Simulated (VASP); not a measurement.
Input of a VASP 6.6.1 run:

File INCAR:

```
SYSTEM = Re
PREC = Accurate ; ENCUT = 600
EDIFF = 1E-6 ; ISMEAR = -1
SIGMA = 0.1 ; LREAL = .FALSE.
LASPH = .TRUE. ; NELM = 100
ALGO = Normal ; ISIF = 3
LWAVE = .FALSE. ; LCHARG = .FALSE.
GGA = PS ; IBRION = 2
NSW = 32 ; EDIFFG = -0.005
PSTRESS = 700.0
```

The input KPOINTS:

```
regular mesh
0
G
  17 17 9
  0 0 0
```

Contents of POSCAR:

```
Re
1.0
    2.6316152233      0.0000000000      0.0000000000
   -1.3158076117      2.2790456364      0.0000000000
    0.0000000000      0.0000000000      4.2461619528
Re
2
Direct
    0.3333333333      0.6666666667      0.2500000000
    0.6666666667      0.3333333333      0.7500000000
```

Potentials or basis: VASP PAW PBE potentials, release 64 (Re).

Run with:

```sh
$ cat potpaw_PBE.64/Re/POTCAR > POTCAR
$ mpirun -np 1 vasp_std > vasp.out
```

Predict the band gap on the k mesh.

zero (bands 7 and 8 overlap by 4.11 eV).

What does it give for the space group after relaxing (to 0.1 Å)?

P6_3/mmc (No. 194).

What does it give for the relaxed cell?

a = 2.635 Å, b = 2.635 Å, c = 4.251 Å, α = 90.00°, β = 90.00°, γ = 120.00°.

Final structure:
```xyz
2
Lattice="2.6346 0.0000 0.0000 -1.3173 2.2817 0.0000 0.0000 0.0000 4.2508" Properties=species:S:1:pos:R:3 pbc="T T T"
Re    0.0000    1.5211    1.0627
Re    1.3173    0.7606    3.1881
```

Caveat: the cell is relaxed towards a set pressure, so the run minimises the enthalpy, not the energy; spin-orbit coupling is left out, which moves the levels of the heavy elements.
